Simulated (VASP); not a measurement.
# SiC (Moissanite 3C) (F-43m) in VASP: a series of runs

The runs below take SiC (Moissanite 3C) through single point, with r2SCAN.

Program: VASP 6.6.1. These are calculated values, not measurements. Logs are shortened: lines on timing, memory, paths and dates and some standing lists are left out, and cuts for length are marked.

**Experimental background.**

From “Insight into the structural, elastic and electronic properties of a new orthorhombic 6O-SiC polytype”, 2020, pmc:7200658, for a bulk crystal of SiC: band gap 2.4 eV (indirect).

The results are compared with them further down.

## (1) The cell of the first run

Symmetry: F-43m, No. 216, cubic system. The conventional cell has a = 4.345 Å, b = 4.345 Å, c = 4.345 Å, α = 90.00°, β = 90.00°, γ = 90.00°. Within 2.5 Å of Si (site symmetry -43m) lie 4 C at 1.88 Å. Within 2.5 Å of C (site symmetry -43m) lie 4 Si at 1.88 Å.

## (2) Single point, r2SCAN

Contents of POSCAR:

```
SiC
1.0
    0.0000000000      2.1724996136      2.1724996136
    2.1724996136      0.0000000000      2.1724996136
    2.1724996136      2.1724996136      0.0000000000
Si C
1 1
Direct
    0.0000000000      0.0000000000      0.0000000000
    0.2500000000      0.2500000000      0.2500000000
```

Contents of INCAR.step1:

```
SYSTEM = SiC
PREC = Accurate
ENCUT = 520
ISMEAR = 0
SIGMA = 0.05
LREAL = .False.
LASPH = .True.
NELM = 100
NBANDS = 11
GGA = PE
ALGO = Normal
EDIFF = 1E-4
LWAVE = .True.
LCHARG = .False.
```

Contents of INCAR.step2:

```
SYSTEM = SiC
PREC = Accurate
ENCUT = 520
EDIFF = 1E-7
ISMEAR = 0
SIGMA = 0.05
LREAL = .False.
LASPH = .True.
NELM = 100
ALGO = Normal
ISIF = 2
LWAVE = .False.
LCHARG = .False.
METAGGA = R2SCAN
LMIXTAU = .True.
NBANDS = 11
ISTART = 1
```

Contents of KPOINTS:

```
Automatic mesh
0
Gamma
  10 10 10
  0 0 0
```

Potentials or basis: VASP PAW PBE potentials, release 64 (Si, C).

Started as:

```console
cat potpaw_PBE.64/Si/POTCAR potpaw_PBE.64/C/POTCAR > POTCAR
cp INCAR.step1 INCAR
mpirun -np 1 vasp_std > vasp.out
cp INCAR.step2 INCAR
mpirun -np 1 vasp_std > vasp.out
```

OUTCAR:

```text
SYSTEM = SiC
   PREC = Accurate
   ENCUT = 520
   EDIFF = 1E-7
   ISMEAR = 0
   LREAL = .False.
   LASPH = .True.
   NELM = 100
   ISIF = 2
   METAGGA = R2SCAN
   ISTART = 1

 ion  position               nearest neighbor table
   1  0.000  0.000  0.000-   2 1.88   2 1.88   2 1.88   2 1.88
   2  0.250  0.250  0.250-   1 1.88   1 1.88   1 1.88   1 1.88

  LATTYP: Found a face centered cubic cell.
 ALAT       =     4.3449992272

  Lattice vectors:

 A1 = (   0.0000000000,   2.1724996136,   2.1724996136)
 A2 = (   2.1724996136,   0.0000000000,   2.1724996136)
 A3 = (   2.1724996136,   2.1724996136,   0.0000000000)

Analysis of symmetry for initial positions (statically):
=====================================================================
 Subroutine PRICEL returns:
 Original cell was already a primitive cell.

 Routine SETGRP: Setting up the symmetry group for a
 face centered cubic supercell.

 Subroutine GETGRP returns: Found 24 space group operations
 (whereof 24 operations were pure point group operations)
 out of a pool of 48 trial point group operations.

The static configuration has the point symmetry T_d .

Analysis of symmetry for dynamics (positions and initial velocities):
=====================================================================
 Subroutine PRICEL returns:
 Original cell was already a primitive cell.

 Routine SETGRP: Setting up the symmetry group for a
 face centered cubic supercell.

 Subroutine GETGRP returns: Found 24 space group operations
 (whereof 24 operations were pure point group operations)
 out of a pool of 48 trial point group operations.

The dynamic configuration has the point symmetry T_d .

 Subroutine INISYM returns: Found 24 space group operations
 (whereof 24 operations are pure point group operations),
 and found     1 'primitive' translations

----------------------------------------------------------------------------------------

                                     Primitive cell

  volume of cell :      20.5073

  direct lattice vectors                    reciprocal lattice vectors
     0.000000000  2.172499614  2.172499614    -0.230149638  0.230149638  0.230149638
     2.172499614  0.000000000  2.172499614     0.230149638 -0.230149638  0.230149638
     2.172499614  2.172499614  0.000000000     0.230149638  0.230149638 -0.230149638

  length of vectors
     3.072378418  3.072378418  3.072378418     0.398630867  0.398630867  0.398630867

  position of ions in fractional coordinates (direct lattice)
     0.000000000  0.000000000  0.000000000
     0.250000000  0.250000000  0.250000000
[... 81 lines left out ...]
   IBRION =     -1    ionic relax: 0-MD 1-quasi-New 2-CG
   NFREE  =      0    steps in history (QN), initial steepest desc. (CG)
   ISIF   =      2    stress and relaxation
   ISYM   =      2    0-nonsym 1-usesym 2-fastsym
   POTIM  = 0.5000    time-step for ionic-motion
   TEBEG  =    0.0;   TEEND  =   0.0 temperature during run
   PSTRESS=    0.0 pullay stress
   NELECT =       8.0000    total number of electrons
   NUPDOWN=      -1.0000    fix difference up-down
   EMIN   =  10.00;   EMAX   =-10.00  energy-range for DOS
   EFERMI =   0.00;   METHOD = LEGACY
   ISMEAR =     0;   SIGMA  =   0.05  broadening in eV -4-tet -1-fermi 0-gaus
   EFERMI_NEDOS =   21; number of points for ismear=-14 and -15
   IALGO  =     38    algorithm
   IMIX   =      4    mixing-type and parameters
     AMIX     =   0.40;   BMIX     =  1.00
     AMIX_MAG =   1.60;   BMIX_MAG =  1.00
  volume/ion in A,a.u.               =      10.25        69.20
  Fermi-wavevector in a.u.,A,eV,Ry     =   1.196194  2.260480 19.468320  1.430881
  Thomas-Fermi vector in A             =   2.332141
   LORBIT       =      0    0 simple, 1 ext, 2 COOP (PROOUT), +10 PAW based schemes
   METAGGA = R2SCAN    functional components
   LHFCALC =     F    Hartree Fock is set to
   AEXX    =    0.0000 exact exchange contribution
   IVDW    =     0    specifies the selected vdW correction
   LEPSILON=     F    determine dielectric tensor
   LRPA    =     F    only Hartree local field effects (RPA)
 non-spin polarized calculation
 Gauss-broadening in eV      SIGMA  =   0.05
  energy-cutoff  :      520.00
  volume of cell :       20.51
 maximum number of plane-waves:       568
   NGX = 11   NGY = 11   NGZ = 11

 number of electron       8.0000001 magnetization

 Free energy of the ion-electron system (eV)
  ---------------------------------------------------
  ext. energy  EPLUGINS =         0.00000000
  ---------------------------------------------------
  free energy    TOTEN  =       -19.32618650 eV

  energy without entropy =      -19.32618650  energy(sigma->0) =      -19.32618650

 E-fermi :   8.3276     XC(G=0): -11.9747

 val. band max:        8.0826157216   @ k =   0.0000   0.0000   0.0000
 cond. band min:       9.8018441119   @ k =   0.5000   0.5000   0.0000
 fundamental gap:      1.7192283904
 Fermi energy:         8.3275981190

 k-point     1 :       0.0000    0.0000    0.0000
  band No.  band energies     occupation
      1      -8.1684      2.00000
      2       8.0826      2.00000
      3       8.0826      2.00000
      4       8.0826      2.00000
      5      15.0296      0.00000
      6      15.9986      0.00000
      7      15.9986      0.00000
      8      15.9986      0.00000
      9      23.3465      0.00000
     10      23.3465      0.00000
     11      25.9944      0.00000
[... 309 lines left out ...]
 k-point    24 :       0.4000    0.3000    0.0000
  band No.  band energies     occupation
      1      -4.9099      2.00000
      2       2.2364      2.00000
      3       4.7934      2.00000
      4       5.3227      2.00000
      5      11.3893      0.00000
      6      14.2846      0.00000
      7      20.6841      0.00000
      8      20.9759      0.00000
      9      23.0396      0.00000
     10      27.2561      0.00000
     11      30.7221      0.00000

 [... further k-points ...]
[... 5 lines left out ...]
  --------------------------------------------------------------------------------------
  -------------------------------------------------------------------------------------
  Total        0.2064544      0.2064544      0.2064544      0.0000000      0.0000000      0.0000000
  in kB       16.1296755     16.1296755     16.1296755      0.0000000      0.0000000      0.0000000
  external PRESSURE =      16.1296755 kB  Pullay stress =       0.0000000 kB

 VOLUME and BASIS-vectors are now :
 -----------------------------------------------------------------------------
  energy-cutoff  :      520.00
  volume of cell :       20.51
      direct lattice vectors                 reciprocal lattice vectors
     0.000000000  2.172499614  2.172499614    -0.230149638  0.230149638  0.230149638
     2.172499614  0.000000000  2.172499614     0.230149638 -0.230149638  0.230149638
     2.172499614  2.172499614  0.000000000     0.230149638  0.230149638 -0.230149638

 POSITION                                       TOTAL-FORCE (eV/Angst)
 -----------------------------------------------------------------------------------
      0.00000      0.00000      0.00000         0.000000     -0.000000     -0.000000
      1.08625      1.08625      1.08625        -0.000000      0.000000      0.000000
 -----------------------------------------------------------------------------------
    total drift:                               -0.000001     -0.000001     -0.000001

  FREE ENERGIE OF THE ION-ELECTRON SYSTEM (eV)
  ---------------------------------------------------
  free  energy   TOTEN  =       -19.3261865034 eV

  energy  without entropy=      -19.3261865034  energy(sigma->0) =      -19.32618650
```

OUTCAR.step1:

```text
SYSTEM = SiC
   PREC = Accurate
   ENCUT = 520
   ISMEAR = 0
   LREAL = .False.
   LASPH = .True.
[... 557 lines left out ...]
      0.00000      0.00000      0.00000         0.000000      0.000000      0.000000
      1.08625      1.08625      1.08625        -0.000000     -0.000000     -0.000000
 -----------------------------------------------------------------------------------
    total drift:                                0.000000      0.000000      0.000000

  FREE ENERGIE OF THE ION-ELECTRON SYSTEM (eV)
  ---------------------------------------------------
  free  energy   TOTEN  =       -15.0527820538 eV

  energy  without entropy=      -15.0527820538  energy(sigma->0) =      -15.05278205
```

Run time: 15 s. Hardware: 1 thread of Intel Xeon 6975P-C (Granite Rapids), shared host; peak memory 0.14 GiB.

Results:

```yaml
Free_energy: -19.3262 eV
Pressure: 1.6 GPa
Band_gap_on_the_k_mesh: 1.72 eV, indirect (least direct gap 5.07 eV)
```

Caveat: the PAW data sets were made with another functional, which shifts forces and pressure a little.

(Continued in part 2 of 2.)
